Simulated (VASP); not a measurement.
# SiGeW3 (P4/mmm) in VASP: relaxation of cell and atoms with PBE

Aim: the relaxation of cell and atoms of SiGeW3 with PBE.

All numbers are computed with VASP 6.6.1; they aren't measurements. Logs are shortened: lines on timing, memory, paths and dates and some standing lists are left out, and cuts for length are marked.

## 1. The cell of the first run

It takes space group P4/mmm (No. 123, tetragonal). The conventional cell has a = 4.204 Å, b = 4.204 Å, c = 5.782 Å, α = 90.00°, β = 90.00°, γ = 90.00°. Si (site symmetry 4/mmm) has 10 W at 2.89 to 3.17 Å within 3.8 Å. Within 2.4 Å of Ge (site symmetry 4/mmm) lie 2 W at 1.78 Å. Within 2.4 Å of W (site symmetry 4mm) lie 1 Ge at 1.78 Å and 1 W at 2.22 Å. Within 3.8 Å of W (site symmetry 4/mmm) lie 2 Si at 2.89 Å and 4 Ge at 2.97 Å and 8 W at 3.47 Å.

The cell was generated, and may not be a known phase.

## 2. Relaxation of cell and atoms, PBE

INCAR reads:

```
SYSTEM = SiGeW3
PREC = Accurate
ENCUT = 620
EDIFF = 1E-7
ISMEAR = 0
SIGMA = 0.1
LREAL = .FALSE.
LASPH = .TRUE.
NELM = 300
ALGO = All
ISIF = 3
LWAVE = .FALSE.
LCHARG = .FALSE.
GGA = PE
IBRION = 2
NSW = 90
EDIFFG = -0.04
GGA_COMPAT = .FALSE.
NELMIN = 4
ISEARCH = 1
KPAR = 4
```

KPOINTS reads:

```
Automatic mesh
0
G
  4 4 4
  0 0 0
```

POSCAR reads:

```
SiGeW3
1.0
    4.2041349700      0.0000000000      0.0000000000
    0.0000000000      4.2041349700      0.0000000000
    0.0000000000      0.0000000000      5.7819651700
Si Ge W
1 1 3
Direct
    0.5000000000      0.5000000000      0.0000000000
    0.0000000000      0.0000000000      0.5000000000
    0.0000000000      0.0000000000      0.8081427500
    0.0000000000      0.0000000000      0.1918572500
    0.5000000000      0.5000000000      0.5000000000
```

Potentials or basis: VASP PAW PBE potentials, release 64 (Si, Ge_d, W_sv).

Command:

```bash
> cat potpaw_PBE.64/Si/POTCAR potpaw_PBE.64/Ge_d/POTCAR potpaw_PBE.64/W_sv/POTCAR > POTCAR
> mpirun -np 4 vasp_std > vasp.out
```

OUTCAR:

```text
SYSTEM = SiGeW3
   PREC = Accurate
   ENCUT = 620
   EDIFF = 1E-7
   ISMEAR = 0
   LREAL = .FALSE.
   LASPH = .TRUE.
   NELM = 300
   ISIF = 3
   GGA = PE
   IBRION = 2
   NSW = 90
   EDIFFG = -0.04
   NELMIN = 4

 ion  position               nearest neighbor table
   1  0.500  0.500  0.000-   5 2.89   5 2.89   3 3.17   4 3.17   3 3.17   4 3.17   3 3.17   4 3.17
                             3 3.17   4 3.17
   2  0.000  0.000  0.500-   3 1.78   4 1.78   5 2.97   5 2.97   5 2.97   5 2.97
   3  0.000  0.000  0.808-   2 1.78   4 2.22   1 3.17   1 3.17   1 3.17   1 3.17   5 3.47   5 3.47
                             5 3.47   5 3.47
   4  0.000  0.000  0.192-   2 1.78   3 2.22   1 3.17   1 3.17   1 3.17   1 3.17   5 3.47   5 3.47
                             5 3.47   5 3.47
   5  0.500  0.500  0.500-   1 2.89   1 2.89   2 2.97   2 2.97   2 2.97   2 2.97   3 3.47   4 3.47
                             3 3.47   3 3.47   4 3.47   4 3.47   3 3.47   4 3.47

  LATTYP: Found a simple tetragonal cell.
 ALAT       =     4.2041349700
 C/A-ratio  =     1.3753043637

  Lattice vectors:

 A1 = (   4.2041349700,   0.0000000000,   0.0000000000)
 A2 = (   0.0000000000,   4.2041349700,   0.0000000000)
 A3 = (   0.0000000000,   0.0000000000,   5.7819651700)

Analysis of symmetry for initial positions (statically):
=====================================================================
 Subroutine PRICEL returns:
 Original cell was already a primitive cell.

 Routine SETGRP: Setting up the symmetry group for a
 simple tetragonal supercell.

 Subroutine GETGRP returns: Found 16 space group operations
 (whereof 16 operations were pure point group operations)
 out of a pool of 16 trial point group operations.

The static configuration has the point symmetry D_4h.

Analysis of symmetry for dynamics (positions and initial velocities):
=====================================================================
 Subroutine PRICEL returns:
 Original cell was already a primitive cell.

 Routine SETGRP: Setting up the symmetry group for a
 simple tetragonal supercell.

 Subroutine GETGRP returns: Found 16 space group operations
 (whereof 16 operations were pure point group operations)
 out of a pool of 16 trial point group operations.

The dynamic configuration has the point symmetry D_4h.

 Subroutine INISYM returns: Found 16 space group operations
 (whereof 16 operations are pure point group operations),
 and found     1 'primitive' translations

----------------------------------------------------------------------------------------

                                     Primitive cell

  volume of cell :     102.1948

  direct lattice vectors                    reciprocal lattice vectors
     4.204134970  0.000000000  0.000000000     0.237861060  0.000000000  0.000000000
     0.000000000  4.204134970  0.000000000     0.000000000  0.237861060  0.000000000
     0.000000000  0.000000000  5.781965170     0.000000000  0.000000000  0.172951578

  length of vectors
     4.204134970  4.204134970  5.781965170     0.237861060  0.237861060  0.172951578

  position of ions in fractional coordinates (direct lattice)
     0.500000000  0.500000000  0.000000000
     0.000000000  0.000000000  0.500000000
     0.000000000  0.000000000  0.808142750
     0.000000000  0.000000000  0.191857250
     0.500000000  0.500000000  0.500000000

  ion indices of the primitive-cell ions
   primitive index   ion index
                 1           1
                 2           2
                 3           3
                 4           4
                 5           5

----------------------------------------------------------------------------------------

 KPOINTS: Automatic mesh

Automatic generation of k-mesh.
 Grid dimensions read from file:
 generate k-points for:    4    4    4

 Generating k-lattice:

  Cartesian coordinates                     Fractional coordinates (reciprocal lattice)
     0.059465265  0.000000000  0.000000000     0.250000000  0.000000000  0.000000000
     0.000000000  0.059465265  0.000000000     0.000000000  0.250000000  0.000000000
     0.000000000  0.000000000  0.043237894     0.000000000  0.000000000  0.250000000

  Length of vectors
     0.059465265  0.059465265  0.043237894

  Shift w.r.t. Gamma in fractional coordinates (k-lattice)
     0.000000000  0.000000000  0.000000000

 Subroutine IBZKPT returns following result:
 ===========================================

 Found     18 irreducible k-points:

 Following reciprocal coordinates:
            Coordinates               Weight
  0.000000  0.000000  0.000000      1.000000
  0.250000  0.000000  0.000000      4.000000
  0.500000  0.000000  0.000000      2.000000
  0.250000  0.250000  0.000000      4.000000
  0.500000  0.250000  0.000000      4.000000
  0.500000  0.500000  0.000000      1.000000
[... 10 lines left out ...]
  0.500000  0.250000  0.500000      4.000000
  0.500000  0.500000  0.500000      1.000000
   k-points           NKPTS =     18   k-points in BZ     NKDIM =     18   number of bands    NBANDS=     36
   number of dos      NEDOS =    301   number of ions     NIONS =      5
   total plane-waves  NPLWV =  62208
   dimension x,y,z NGX =    36 NGY =   36 NGZ =   48
   dimension x,y,z NGXF=    72 NGYF=   72 NGZF=   96
   ions per type =               1   1   3
   NGX,Y,Z   is equivalent  to a cutoff of  14.24, 14.24, 13.80 a.u.
   NGXF,Y,Z  is equivalent  to a cutoff of  28.47, 28.47, 27.60 a.u.
 SYSTEM =  SiGeW3
   PREC   = accura    normal or accurate (medium, high low for compatibility)
   ISTART =      0    job   : 0-new  1-cont  2-samecut
   ICHARG =      2    charge: 1-file 2-atom 10-const
   ISPIN  =      1    spin polarized calculation?
   LNONCOLLINEAR =      F non collinear calculations
   LSORBIT =      F    spin-orbit coupling
   LASPH  =      T    aspherical Exc in radial PAW
   ENCUT  =  620.0 eV  45.57 Ry    6.75 a.u.   8.54  8.54 11.74*2*pi/ulx,y,z
   NELM   =    300;   NELMIN=  4; NELMDL= -5     # of ELM steps
   EDIFF  = 0.1E-06   stopping-criterion for ELM
   LREAL  =      F    real-space projection
   EDIFFG = -.4E-01   stopping-criterion for IOM
   NSW    =     90    number of steps for IOM
   IBRION =      2    ionic relax: 0-MD 1-quasi-New 2-CG
   NFREE  =      1    steps in history (QN), initial steepest desc. (CG)
   ISIF   =      3    stress and relaxation
   ISYM   =      2    0-nonsym 1-usesym 2-fastsym
   POTIM  = 0.5000    time-step for ionic-motion
   TEBEG  =    0.0;   TEEND  =   0.0 temperature during run
   PSTRESS=    0.0 pullay stress
   NELECT =      60.0000    total number of electrons
   NUPDOWN=      -1.0000    fix difference up-down
   EMIN   =  10.00;   EMAX   =-10.00  energy-range for DOS
   EFERMI =   0.00;   METHOD = LEGACY
   ISMEAR =     0;   SIGMA  =   0.10  broadening in eV -4-tet -1-fermi 0-gaus
   EFERMI_NEDOS =   21; number of points for ismear=-14 and -15
   IALGO  =     58    algorithm
   IMIX   =      4    mixing-type and parameters
     AMIX     =   0.40;   BMIX     =  1.00
     AMIX_MAG =   1.60;   BMIX_MAG =  1.00
  volume/ion in A,a.u.               =      20.44       137.93
  Fermi-wavevector in a.u.,A,eV,Ry     =   1.370826  2.590485 25.567576  1.879164
  Thomas-Fermi vector in A             =   2.496578
   LORBIT       =      0    0 simple, 1 ext, 2 COOP (PROOUT), +10 PAW based schemes
   GGA     = PE    functional components
   LHFCALC =     F    Hartree Fock is set to
   AEXX    =    0.0000 exact exchange contribution
   IVDW    =     0    specifies the selected vdW correction
   LEPSILON=     F    determine dielectric tensor
   LRPA    =     F    only Hartree local field effects (RPA)
 conjugate gradient relaxation of ions
 non-spin polarized calculation
 Gauss-broadening in eV      SIGMA  =   0.10
  energy-cutoff  :      620.00
  volume of cell :      102.19
 maximum number of plane-waves:      3608
 NGX is ok and might be reduce to    36
   NGX = 17   NGY = 17   NGZ = 23

--------------------------------------- Ionic step        1  -------------------------------------------

 number of electron      60.0000005 magnetization

 Free energy of the ion-electron system (eV)
  ---------------------------------------------------
  ext. energy  EPLUGINS =         0.00000000
  ---------------------------------------------------
  free energy    TOTEN  =       -24.50714947 eV

  energy without entropy =      -24.47583857  energy(sigma->0) =      -24.49149402

------------------------ aborting loop because EDIFF is reached ----------------------------------------

  FORCE on cell =-STRESS in cart. coord.  units (eV):
  Direction    XX          YY          ZZ          XY          YZ          ZX
  --------------------------------------------------------------------------------------
  -------------------------------------------------------------------------------------
  Total      -16.6657957    -16.6657957    110.0949721      0.0000000      0.0000000      0.0000000
  in kB     -261.2810213   -261.2810213   1726.0338018      0.0000000      0.0000000      0.0000000
  external PRESSURE =     401.1572531 kB  Pullay stress =       0.0000000 kB
[... 65 lines left out ...]
--------------------------------------- Ionic step        3  -------------------------------------------

 number of electron      60.0020487 magnetization

------------------------ aborting loop EDIFF was not reached (unconverged)  ----------------------------

  FORCE on cell =-STRESS in cart. coord.  units (eV):
  Direction    XX          YY          ZZ          XY          YZ          ZX
  --------------------------------------------------------------------------------------
  -------------------------------------------------------------------------------------
  Total     3193.6355305   3193.6355305  -3231.9985766      0.0000000      0.0000000      0.0000000
  in kB    74927.9157982  74927.9157982 -75827.9756395      0.0000000      0.0000000      0.0000000
  external PRESSURE =   24675.9519857 kB  Pullay stress =       0.0000000 kB
[... 1441 lines left out ...]
     35      14.5530      0.00000
     36      14.5530      0.00000

[... ionic steps 4 to 23 ...]

--------------------------------------- Ionic step       24  -------------------------------------------

 number of electron      59.9999996 magnetization

------------------------ aborting loop because EDIFF is reached ----------------------------------------
[... 73 lines left out ...]
--------------------------------------- Ionic step       26  -------------------------------------------

 number of electron      59.9999999 magnetization

 Free energy of the ion-electron system (eV)
  ---------------------------------------------------
  ext. energy  EPLUGINS =         0.00000000
  ---------------------------------------------------
  free energy    TOTEN  =       -43.88627603 eV

  energy without entropy =      -43.85861571  energy(sigma->0) =      -43.87244587

 E-fermi :   8.9768     XC(G=0): -12.2408

 val. band max:        8.9514586054   @ k =   0.5000   0.0000   0.0000
 cond. band min:       8.9804857905   @ k =   0.2500   0.2500   0.5000
 fundamental gap:      0.0290271851
 Fermi energy:         8.9767707315
[... 732 lines left out ...]
  FREE ENERGIE OF THE ION-ELECTRON SYSTEM (eV)
  ---------------------------------------------------
  free  energy   TOTEN  =       -43.8862760266 eV

  energy  without entropy=      -43.8586153188  energy(sigma->0) =      -43.87244567

 reached required accuracy - stopping structural energy minimisation
```

Wall time 39 min (4 MPI ranks of Intel Xeon Platinum 8488C (Sapphire Rapids), shared host); peak memory 0.37 GiB.

What came out:

- Free energy: -43.8863 eV
- Relaxed volume: 17.23 Å³/atom
- Relaxed cell: a = 3.367 Å, b = 3.367 Å, c = 7.596 Å, α = 90.00°, β = 90.00°, γ = 90.00°
- Space group after relaxing (to 0.1 Å): P4/mmm (No. 123)
- Pressure after relaxing: -0.2 GPa
- Largest force after relaxing: 0.009 eV/Å
- Band gap on the k mesh: zero (bands 30 and 31 overlap by 2.19 eV)

Forces on the atoms (eV/Å):
```
Si   0.000  0.000  0.000
Ge   0.000  0.000  0.000
W    0.000  0.000 -0.009
W    0.000  0.000  0.009
W    0.000  0.000  0.000
```

Stress tensor (GPa, compression positive):
```
-0.34  0.00  0.00
 0.00 -0.34  0.00
 0.00  0.00  0.17
```

Final structure:
```cif
data_structure
_symmetry_space_group_name_H-M 'P 1'
_symmetry_Int_Tables_number 1
_cell_length_a 3.3674
_cell_length_b 3.3674
_cell_length_c 7.5956
_cell_angle_alpha 90.000
_cell_angle_beta 90.000
_cell_angle_gamma 90.000
_cell_volume 86.13
loop_
_atom_site_label
_atom_site_type_symbol
_atom_site_fract_x
_atom_site_fract_y
_atom_site_fract_z
_atom_site_occupancy
Si1 Si 0.50000 0.50000 0.00000 1
Ge1 Ge 0.00000 0.00000 0.50000 1
W1 W 0.00000 0.00000 0.16367 1
W2 W 0.00000 0.00000 0.83633 1
W3 W 0.50000 0.50000 0.50000 1
```

Caveat: the k points lie up to 0.47 Å⁻¹ apart in the final cell, too coarse for converged energies and pressures of a metal; the volume moved by over 15 % at a fixed basis, so the end points are rough; spin-orbit coupling is left out, which moves the levels of the heavy elements.

The gap in the log of VASP goes by the Fermi energy; the results here count the filled bands.